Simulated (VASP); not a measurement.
# BP (Cmcm) in VASP: notebook

BP is run at these levels: PBE; tasks: single point, relaxation of cell and atoms.

Everything below comes from runs of VASP 6.6.1. Logs are shortened: lines on timing, memory, paths and dates and some standing lists are left out, and cuts for length are marked.

## (1) The cell of the first run

The structure is orthorhombic, space group Cmcm (No. 63). Conventional cell: a = 2.958 Å, b = 10.727 Å, c = 3.083 Å, α = 90.00°, β = 90.00°, γ = 90.00°. Within 2.6 Å of B (site symmetry m2m) lie 5 P at 2.00 to 2.15 Å. Within 2.6 Å of P (site symmetry m2m) lie 5 B at 2.00 to 2.15 Å.

The cell was built from a structure type or drawn by symmetry, and may not be a known phase.

## (2) Single point, PBE

Contents of INCAR:

```
SYSTEM = BP
PREC = Accurate
ENCUT = 520
EDIFF = 1E-6
ISMEAR = 0
SIGMA = 0.1
LREAL = .FALSE.
LASPH = .TRUE.
NELM = 60
ALGO = Normal
ISIF = 2
LWAVE = .FALSE.
LCHARG = .TRUE.
GGA = PE
LELF = .TRUE.
LVHAR = .TRUE.
NBANDS = 16
```

Contents of KPOINTS:

```
regular mesh
0
G
  6 6 4
  0 0 0
```

Contents of POSCAR:

```
BP
1.0
    1.4788914934     -5.3633834140      0.0000000000
    1.4788914934      5.3633834140      0.0000000000
    0.0000000000      0.0000000000      3.0831595991
B P
2 2
Direct
    0.6670545449      0.3329454551      0.2500000000
    0.3329454551      0.6670545449      0.7500000000
    0.8534033064      0.1465966936      0.2500000000
    0.1465966936      0.8534033064      0.7500000000
```

Potentials or basis: VASP PAW PBE potentials, release 64 (B, P).

The run is started by

```sh
$ cat potpaw_PBE.64/B/POTCAR potpaw_PBE.64/P/POTCAR > POTCAR
$ mpirun -np 1 vasp_std > vasp.out
```

OUTCAR:

```text
SYSTEM = BP
   PREC = Accurate
   ENCUT = 520
   EDIFF = 1E-6
   ISMEAR = 0
   LREAL = .FALSE.
   LASPH = .TRUE.
   NELM = 60
   ISIF = 2
   GGA = PE

 ion  position               nearest neighbor table
   1  0.667  0.333  0.250-   3 2.00   4 2.15   4 2.15   4 2.15   4 2.15
   2  0.333  0.667  0.750-   4 2.00   3 2.15   3 2.15   3 2.15   3 2.15
   3  0.853  0.147  0.250-   1 2.00   2 2.15   2 2.15   2 2.15   2 2.15
   4  0.147  0.853  0.750-   2 2.00   1 2.15   1 2.15   1 2.15   1 2.15

  LATTYP: Found a base centered orthorhombic cell.
 ALAT       =     2.9577829868
 B/A-ratio  =     3.6266240207
 C/A-ratio  =     1.0423887124

  Lattice vectors:

 A1 = (   1.4788914934,  -5.3633834140,   0.0000000000)
 A2 = (   1.4788914934,   5.3633834140,   0.0000000000)
 A3 = (   0.0000000000,   0.0000000000,   3.0831595991)

Analysis of symmetry for initial positions (statically):
=====================================================================
 Subroutine PRICEL returns:
 Original cell was already a primitive cell.

 Routine SETGRP: Setting up the symmetry group for a
 base centered orthorhombic supercell.

 Subroutine GETGRP returns: Found  8 space group operations
 (whereof  4 operations were pure point group operations)
 out of a pool of  8 trial point group operations.

The static configuration has the point symmetry C_2h.
 The point group associated with its full space group is D_2h.

Analysis of symmetry for dynamics (positions and initial velocities):
=====================================================================
 Subroutine PRICEL returns:
 Original cell was already a primitive cell.

 Routine SETGRP: Setting up the symmetry group for a
 base centered orthorhombic supercell.

 Subroutine GETGRP returns: Found  8 space group operations
 (whereof  4 operations were pure point group operations)
 out of a pool of  8 trial point group operations.

The dynamic configuration has the point symmetry C_2h.
 The point group associated with its full space group is D_2h.

 Subroutine INISYM returns: Found  8 space group operations
 (whereof  4 operations are pure point group operations),
 and found     1 'primitive' translations

----------------------------------------------------------------------------------------

                                     Primitive cell

  volume of cell :      48.9104

  direct lattice vectors                    reciprocal lattice vectors
[... 94 lines left out ...]
   NSW    =      0    number of steps for IOM
   IBRION =     -1    ionic relax: 0-MD 1-quasi-New 2-CG
   NFREE  =      0    steps in history (QN), initial steepest desc. (CG)
   ISIF   =      2    stress and relaxation
   ISYM   =      2    0-nonsym 1-usesym 2-fastsym
   POTIM  = 0.5000    time-step for ionic-motion
   TEBEG  =    0.0;   TEEND  =   0.0 temperature during run
   PSTRESS=    0.0 pullay stress
   NELECT =      16.0000    total number of electrons
   NUPDOWN=      -1.0000    fix difference up-down
   EMIN   =  10.00;   EMAX   =-10.00  energy-range for DOS
   EFERMI =   0.00;   METHOD = LEGACY
   ISMEAR =     0;   SIGMA  =   0.10  broadening in eV -4-tet -1-fermi 0-gaus
   EFERMI_NEDOS =   21; number of points for ismear=-14 and -15
   IALGO  =     38    algorithm
   IMIX   =      4    mixing-type and parameters
     AMIX     =   0.40;   BMIX     =  1.00
     AMIX_MAG =   1.60;   BMIX_MAG =  1.00
  volume/ion in A,a.u.               =      12.23        82.52
  Fermi-wavevector in a.u.,A,eV,Ry     =   1.128014  2.131637 17.312261  1.272415
  Thomas-Fermi vector in A             =   2.264702
   LORBIT       =      0    0 simple, 1 ext, 2 COOP (PROOUT), +10 PAW based schemes
   GGA     = PE    functional components
   LHFCALC =     F    Hartree Fock is set to
   AEXX    =    0.0000 exact exchange contribution
   IVDW    =     0    specifies the selected vdW correction
   LEPSILON=     F    determine dielectric tensor
   LRPA    =     F    only Hartree local field effects (RPA)
 non-spin polarized calculation
 Gauss-broadening in eV      SIGMA  =   0.10
  energy-cutoff  :      520.00
  volume of cell :       48.91
 maximum number of plane-waves:      1334
 NGX is ok and might be reduce to    42
   NGX = 21   NGY = 21   NGZ = 11

 number of electron      16.0000001 magnetization

 Free energy of the ion-electron system (eV)
  ---------------------------------------------------
  ext. energy  EPLUGINS =         0.00000000
  ---------------------------------------------------
  free energy    TOTEN  =       -21.30430267 eV

  energy without entropy =      -21.29900689  energy(sigma->0) =      -21.30165478

 E-fermi :   6.7514     XC(G=0): -10.7822

 val. band max:        6.5792792165   @ k =   0.1667   0.0000   0.0000
 cond. band min:       6.7532381898   @ k =   0.3333   0.0000   0.2500
 fundamental gap:      0.1739589733
 Fermi energy:         6.7514436151

 k-point     1 :       0.0000    0.0000    0.0000
  band No.  band energies     occupation
      1      -9.0996      2.00000
      2      -5.0100      2.00000
      3      -0.2755      2.00000
      4       3.1176      2.00000
      5       4.2262      2.00000
      6       4.9286      2.00000
[... 433 lines left out ...]
      3      -0.5552      2.00000
      4       2.1743      2.00000
      5       2.2667      2.00000
      6       3.0651      2.00000
[... 8 lines left out ...]
     15      15.9891      0.00000
     16      16.6062      0.00000

 [... further k-points ...]

------------------------ aborting loop because EDIFF is reached ----------------------------------------

  FORCE on cell =-STRESS in cart. coord.  units (eV):
  Direction    XX          YY          ZZ          XY          YZ          ZX
  --------------------------------------------------------------------------------------
  -------------------------------------------------------------------------------------
  Total       -0.0952407     -0.0287191     -0.0928805      0.0000000      0.0000000      0.0000000
  in kB       -3.1198392     -0.9407632     -3.0425245      0.0000000      0.0000000      0.0000000
  external PRESSURE =      -2.3677090 kB  Pullay stress =       0.0000000 kB

 VOLUME and BASIS-vectors are now :
 -----------------------------------------------------------------------------
  energy-cutoff  :      520.00
  volume of cell :       48.91
      direct lattice vectors                 reciprocal lattice vectors
     1.478891493 -5.363383414  0.000000000     0.338091065 -0.093224735  0.000000000
     1.478891493  5.363383414  0.000000000     0.338091065  0.093224735  0.000000000
     0.000000000  0.000000000  3.083159599     0.000000000  0.000000000  0.324342600

 POSITION                                       TOTAL-FORCE (eV/Angst)
 -----------------------------------------------------------------------------------
      1.47889     -1.79196      0.77079         0.000000     -0.029727      0.000000
      1.47889      1.79196      2.31237         0.000000      0.029727     -0.000000
      1.47889     -3.79087      0.77079         0.000000      0.008325      0.000000
      1.47889      3.79087      2.31237         0.000000     -0.008325      0.000000
 -----------------------------------------------------------------------------------
    total drift:                                0.000000      0.000000      0.000000

  FREE ENERGIE OF THE ION-ELECTRON SYSTEM (eV)
  ---------------------------------------------------
  free  energy   TOTEN  =       -21.3043026676 eV

  energy  without entropy=      -21.2990068947  energy(sigma->0) =      -21.30165478
```

OSZICAR:

```text
N       E                     dE             d eps       ncg     rms          rms(c)
DAV:   1     0.356976357652E+02    0.35698E+02   -0.67976E+03  1248   0.876E+02
DAV:   2    -0.199599332992E+02   -0.55658E+02   -0.50934E+02  1704   0.153E+02
DAV:   3    -0.220336859290E+02   -0.20738E+01   -0.20505E+01  1736   0.277E+01
DAV:   4    -0.220513551006E+02   -0.17669E-01   -0.17666E-01  1560   0.290E+00
DAV:   5    -0.220516371683E+02   -0.28207E-03   -0.28206E-03  1712   0.358E-01    0.899E+00
DAV:   6    -0.213090892732E+02    0.74255E+00   -0.12141E+00  1552   0.668E+00    0.447E+00
DAV:   7    -0.213078965419E+02    0.11927E-02   -0.20611E-01  1680   0.248E+00    0.219E+00
DAV:   8    -0.213040177667E+02    0.38788E-02   -0.90798E-03  1544   0.637E-01    0.277E-01
DAV:   9    -0.213042062770E+02   -0.18851E-03   -0.88932E-04  1760   0.188E-01    0.515E-02
DAV:  10    -0.213042863508E+02   -0.80074E-04   -0.13842E-04  1496   0.700E-02    0.250E-02
DAV:  11    -0.213043012317E+02   -0.14881E-04   -0.18754E-05  1576   0.273E-02    0.832E-03
DAV:  12    -0.213043026155E+02   -0.13838E-05   -0.48603E-06  1608   0.124E-02    0.258E-03
DAV:  13    -0.213043026676E+02   -0.52064E-07   -0.33566E-07   848   0.368E-03
   1 F= -.21304303E+02 E0= -.21301655E+02  d E =-.529577E-02
```

Wall time 79 s (1 thread of Intel Xeon Platinum 8259CL at 2.50GHz (Skylake/Cascade Lake), shared host); peak memory 0.19 GiB.

What came out:

| Item | Value |
| --- | --- |
| Free energy | -21.3043 eV |
| Pressure | -0.2 GPa |
| Largest force | 0.030 eV/Å |
| Band gap on the k mesh | zero (bands 8 and 9 overlap by 2.50 eV) |

Forces on the atoms (eV/Å):
```
B    0.000 -0.030  0.000
B    0.000  0.030  0.000
P    0.000  0.008  0.000
P    0.000 -0.008  0.000
```

Stress tensor (GPa, compression positive):
```
-0.31  0.00  0.00
 0.00 -0.09  0.00
 0.00  0.00 -0.30
```

Caveat: the k points lie up to 0.51 Å⁻¹ apart, too coarse for converged energies and pressures of a metal.

## (3) Single point, PBE

This run uses another cell than the first one, of 14.68 Å³/atom.

Contents of INCAR:

```
SYSTEM = BP
ALGO     = Normal         ! electronic algorithm
EDIFF    = 1E-7           ! SCF threshold, eV
ENCUT    = 520            ! plane-wave cutoff, eV
GGA      = PE             ! functional
ISIF     = 2              ! what is computed and relaxed
ISMEAR   = 0              ! smearing method
LASPH    = .TRUE.         ! aspherical terms in the spheres
LCHARG   = .TRUE.         ! write CHGCAR
LELF     = .TRUE.         ! ELF
LREAL    = .FALSE.        ! projectors in reciprocal space
LVHAR    = .TRUE.       
LWAVE    = .FALSE.        ! write WAVECAR
NBANDS   = 16             ! bands
NELM     = 60             ! most SCF steps
PREC     = Accurate       ! precision mode
SIGMA    = 0.1            ! smearing width, eV
```

Contents of KPOINTS:

```
k-points
0
G
  6 6 4
  0 0 0
```

Contents of POSCAR:

```
BP
1.0
    1.6222816900     -4.5811220200      0.0000000000
    1.6222816900      4.5811220200      0.0000000000
    0.0000000000      0.0000000000      3.9497520300
B P
2 2
Direct
    0.5849999900      0.4150000100      0.2500000000
    0.4150000100      0.5849999900      0.7500000000
    0.8600000100      0.1399999900      0.2500000000
    0.1399999900      0.8600000100      0.7500000000
```

Potentials or basis: VASP PAW PBE potentials, release 64 (B, P).

The run is started by

```sh
$ cat potpaw_PBE.64/B/POTCAR potpaw_PBE.64/P/POTCAR > POTCAR
$ mpirun -np 1 vasp_std > vasp.out
```

Run time: 74 s. Hardware: 1 thread of Intel Xeon Platinum 8259CL at 2.50GHz (Skylake/Cascade Lake), shared host; peak memory 0.19 GiB.

The run converged. Its results:

```yaml
Free_energy: -17.4089 eV
Pressure: -24.1 GPa
Largest_force: 0.366 eV/Å
Band_gap_on_the_k_mesh: zero (bands 8 and 9 overlap by 3.03 eV)
```

Forces on the atoms (eV/Å):
```
B    0.000 -0.200  0.000
B    0.000  0.200  0.000
P    0.000 -0.366  0.000
P    0.000  0.366  0.000
```

Stress tensor (GPa, compression positive):
```
-22.68   0.00   0.00
  0.00 -21.23   0.00
  0.00   0.00 -28.41
```

Levels at points of the mesh, in eV from the Fermi level:
```csv
k point,band 4,band 5,band 6,band 7,band 8,band 9,band 10,band 11,band 12,band 13
"(0.00, 0.00, 0.00)",-4.69,-4.22,-0.82,-0.67,-0.31,-0.29,0.09,3.74,4.24,4.92
"(0.50, 0.00, 0.00)",-5.87,-1.61,-1.41,-1.30,-1.15,-0.12,-0.08,0.69,1.78,2.61
"(0.50, 0.50, 0.00)",-3.56,-3.50,-2.77,-1.82,0.49,1.20,2.11,2.45,4.35,4.77
"(0.00, 0.00, 0.50)",-5.44,-4.15,-4.15,0.96,0.96,2.33,2.33,2.84,2.84,3.06
"(0.50, 0.00, 0.50)",-6.76,-4.30,-4.30,-3.71,-3.71,0.97,0.97,2.67,2.67,6.10
"(0.50, 0.50, 0.50)",-8.39,0.16,0.16,0.85,0.85,2.21,2.21,3.21,3.21,4.01
```

Caveat: the k points lie up to 0.40 Å⁻¹ apart, too coarse for converged energies and pressures of a metal.

(Part 1 of 3 ends here.)
